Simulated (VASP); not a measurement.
Set up this calculation in VASP 6.6.1, as the native input.

```yaml
Task: single point
Functional: PBEsol
Potentials_or_basis: VASP PAW PBE potentials, release 64 (Si)
Cutoff: 520 eV
k_mesh: 10 × 10 × 4
Occupations: gaussian, width 0.03 eV
Spin: no spin polarisation
Dipole_correction: no
Further_INCAR_settings: ALGO = Normal; EDIFF = 1e-06; NBANDS = 26
```

The structure of Si lies in POSCAR:

```
Si
1.0
    0.0000000000      0.0000000000      3.8373624245
    3.3221878745     -3.3221878745     -1.9186812122
    6.6443757490      6.6443757490      0.0000000000
Si
8
Direct
   -0.0331837935      0.0000000000      0.1787304307
    0.4741849357      0.0000000000      0.6787304307
    0.4741849357      0.0000000000      0.3212695693
   -0.0331837935      0.0000000000      0.8212695693
    0.8046956852      0.6425391386      0.0000000000
    0.3968423112      0.6425391386      0.5000000000
    0.1621565466      0.3574608614      0.0000000000
    0.7543031726      0.3574608614      0.5000000000
```

This cell differs from its parent crystal: atoms displaced along several vibrational modes.

The input as run:

INCAR

```
SYSTEM = Si
ALGO = Normal ; EDIFF = 1E-6
ENCUT = 520 ; GGA = PS
ISIF = 2 ; ISMEAR = 0
LASPH = .TRUE. ; LCHARG = .FALSE.
LREAL = .FALSE. ; LWAVE = .FALSE.
NBANDS = 26 ; NELM = 60
PREC = Accurate ; SIGMA = 0.03
```

KPOINTS

```
k-points
0
G
  10 10 4
  0 0 0
```

Potentials or basis: VASP PAW PBE potentials, release 64 (Si).

The run is started by

```bash
$ cat potpaw_PBE.64/Si/POTCAR > POTCAR
$ mpirun -np 1 vasp_std > vasp.out
```

It gave:

- Pressure: -0.5 GPa
- Largest force: 0.621 eV/Å
- Band gap on the k mesh: zero (bands 16 and 17 overlap by 0.02 eV)

Caveat: the cell differs from its parent crystal (atoms displaced along several vibrational modes); semilocal functionals underestimate gaps, and a narrow one can read as zero; the PAW data sets were made with another functional, which shifts forces and pressure a little.

It took 4.9 min on 1 thread of AMD EPYC 7R13 Processor (Zen 3), with other jobs on the host, peak memory 0.42 GiB.
